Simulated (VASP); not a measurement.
Runs of VASP 6.6.1 on Ir. The structure is that of space group Fm-3m (No. 225), or close to it. The cells are those of the table. 

| cell | gap on the mesh (eV) | pressure (GPa) |
| --- | --- | --- |
| a = 2.756, b = 2.756, c = 2.715 Å, angles 60.5, 60.5, 59.0°, 1 atom | none | -6.6 |
| a = 2.695, b = 2.695, c = 2.674 Å, angles 60.3, 60.3, 59.5°, 1 atom | none | 17.2 |
| a = 2.796 Å, angles 60.0°, 1 atom | none | -24.0 |
| a = 2.633 Å, angles 60.0°, 1 atom | none | 50.0 |
| a = 2.674, b = 2.674, c = 2.633 Å, angles 60.5, 60.5, 59.0°, 1 atom | none | 32.7 |
| a = 2.674, b = 2.674, c = 2.715 Å, angles 59.5, 59.5, 61.0°, 1 atom | none | 17.5 |
| a = 2.654, b = 2.654, c = 2.674 Å, angles 59.7, 59.7, 60.5°, 1 atom | none | (a) |
| a = 2.654, b = 2.654, c = 2.633 Å, angles 60.3, 60.3, 59.5°, 1 atom | none | 40.9 |
| a = 2.716, b = 2.716, c = 2.633 Å, angles 61.0, 61.0, 58.0°, 1 atom | none | (b) |
| a = 2.756, b = 2.756, c = 2.796 Å, angles 59.5, 59.5, 61.0°, 1 atom | none | (c) |
| a = 2.695, b = 2.695, c = 2.633 Å, angles 60.8, 60.8, 58.5°, 1 atom | none | 25.3 |

Alike in all rows: task single point; level r2SCAN; potentials or basis VASP PAW PBE potentials, release 64 (Ir); no spin polarisation; k mesh 22 × 22 × 22; cutoff (eV) 520; smearing gaussian 0.15 eV.

**Question.** Fill in the values left out.

**Answer.** (a) 32.4; (b) 18.6; (c) -16.0.

Caveats: the PAW data sets were made with another functional, which shifts forces and pressure a little; spin-orbit coupling is left out, which moves the levels of the heavy elements.

A k mesh can miss the band edges, and the runs leave out spin-orbit coupling on Ir.

A gap of «none» marks levels without a gap at the run's occupations.
